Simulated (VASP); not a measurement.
Wanted: the native input for a VASP 6.6.1 run.

* Task: single point
* Functional: PBEsol
* Potentials or basis: VASP PAW PBE potentials, release 64 (Mn_pv, Hg)
* Cutoff: 520 eV
* k mesh: 3 × 2 × 1
* Occupations: gaussian, width 0.1 eV
* Spin: collinear spin, ferromagnetic start
* Starting moments: [0.5, 0.0] μB
* Dipole correction: no
* Further INCAR settings: ALGO = Normal; EDIFF = 1e-06; NBANDS = 24; ISYM = 0

The structure of MnHg lies in POSCAR:

```
MnHg
1.0
    3.3150000000      0.0000000000      0.0000000000
    0.0000000000      3.3150000000      0.0000000000
    0.0000000000      0.0000000000      3.3150000000
Mn Hg
1 1
Direct
    0.5000000000      0.5000000000      0.5000000000
    0.0000000000      0.0000000000      0.0000000000
```

The input as run:

INCAR

```
SYSTEM = MnHg
PREC = Accurate
ENCUT = 520
EDIFF = 1E-6
ISMEAR = 0
SIGMA = 0.1
LREAL = .FALSE.
LASPH = .TRUE.
NELM = 150
ALGO = Normal
ISIF = 2
LWAVE = .FALSE.
LCHARG = .FALSE.
ISPIN = 2
MAGMOM = 0.5 0
LORBIT = 11
LMAXMIX = 4
GGA = PS
ISYM = 0
NBANDS = 24
```

KPOINTS

```
regular mesh
0
G
  3 2 1
  0 0 0
```

Potentials or basis: VASP PAW PBE potentials, release 64 (Mn_pv, Hg).

The run is started by

```bash
$ cat potpaw_PBE.64/Mn_pv/POTCAR potpaw_PBE.64/Hg/POTCAR > POTCAR
$ mpirun -np 1 vasp_std > vasp.out
```

It gave:

The pressure is -5.6 GPa, the net moment is 4.67 μB per cell and the site moments are Mn +4.33; Hg +0.03 μB. The valence electrons inside the program's atomic spheres are Mn 11.35; Hg 10.62.

Caveat: the k points lie up to 1.90 Å⁻¹ apart; the PAW data sets were made with another functional, which shifts forces and pressure a little.

Run time: 44 s on 1 thread of AMD EPYC 7R13 (shared host), peak memory 0.14 GiB.
